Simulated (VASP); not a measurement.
# C: single point with LDA

C:

```
CELL_PARAMETERS angstrom
0.00000 1.76607 1.76607
1.76607 0.00000 1.76607
1.76607 1.76607 0.00000
ATOMIC_POSITIONS crystal
C 0.00000 0.00000 0.00000
C 0.25000 0.25000 0.25000
```

```json
{
 "Program": "VASP 6.6.1",
 "Task": "single point",
 "Functional": "LDA",
 "Potentials or basis": "VASP PAW LDA potentials, release 64 (C)",
 "Cutoff": "600 eV",
 "k mesh": "10 × 10 × 10",
 "Occupations": "gaussian, width 0.1 eV",
 "Spin": "no spin polarisation"
}
```

```yaml
Pressure: 0.7 GPa
Band_gap_on_the_k_mesh: 4.20 eV, indirect (least direct gap 5.63 eV)
```

Levels at points of the mesh, in eV from the valence-band top:
| k point | band 1 | band 2 | band 3 | band 4 | band 5 | band 6 | band 7 | band 8 |
| --- | --- | --- | --- | --- | --- | --- | --- | --- |
| (0.00, 0.00, 0.00) | -21.71 | 0.00 | 0.00 | 0.00 | 5.63 | 5.63 | 5.63 | 14.23 |
| (0.50, 0.00, 0.00) | -15.70 | -13.69 | -2.86 | -2.86 | 8.51 | 8.51 | 9.42 | 15.67 |
| (0.50, 0.50, 0.00) | -12.82 | -12.82 | -6.47 | -6.47 | 4.77 | 4.77 | 17.07 | 17.07 |

It took 11 s on 1 thread of Intel Xeon 8259CL, on a shared host, peak memory 0.11 GiB.

A k mesh can miss the band edges. As with any semilocal functional, this LDA gap is likely too small.
